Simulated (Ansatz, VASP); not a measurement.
## One calculation of Te, two programs

```
Te
1.0
     4.51261    0.00000    0.00000
    -2.25631    3.90804    0.00000
     0.00000    0.00000    6.00196
Te
3
Direct
  0.73100 0.73100 0.00000
  0.00000 0.26900 0.66667
  0.26900 0.00000 0.33333
```

Alike in both runs: task single point; functional RPBE; dispersion D4; k mesh 7 × 7 × 5; occupations fermi-dirac, width 0.05 eV; no spin polarisation.

```csv
,VASP,Ansatz
version,VASP 6.6.1,Ansatz 0.2.0
potentials or method,"VASP PAW PBE potentials, release 64 (Te)",Ansatz PAW
plane-wave cutoff (eV),520,420
valence electrons in the cell,18,48
```

```tsv
	VASP	Ansatz	Ansatz less VASP
gap on the k mesh at the Fermi level (eV)	0.67	0.67	+0.002
least direct gap on the mesh (eV)	0.78	0.79	+0.010
pressure (GPa)	-3.4	-3.4	+0.03
traceless stress, the component that is largest in VASP (GPa)	-0.07	-0.07	+0.001
```

VASP's potentials were made for PBE, not for RPBE. VASP's potentials hold 18 valence electrons a cell and Ansatz's 48, so a difference there can come from the potentials and not from the codes.

Neither program's run includes spin-orbit coupling. Noted on Ansatz's run: odd divisions of the mesh miss points on the zone boundary, where band edges often lie, so the gap on the mesh can be too wide.
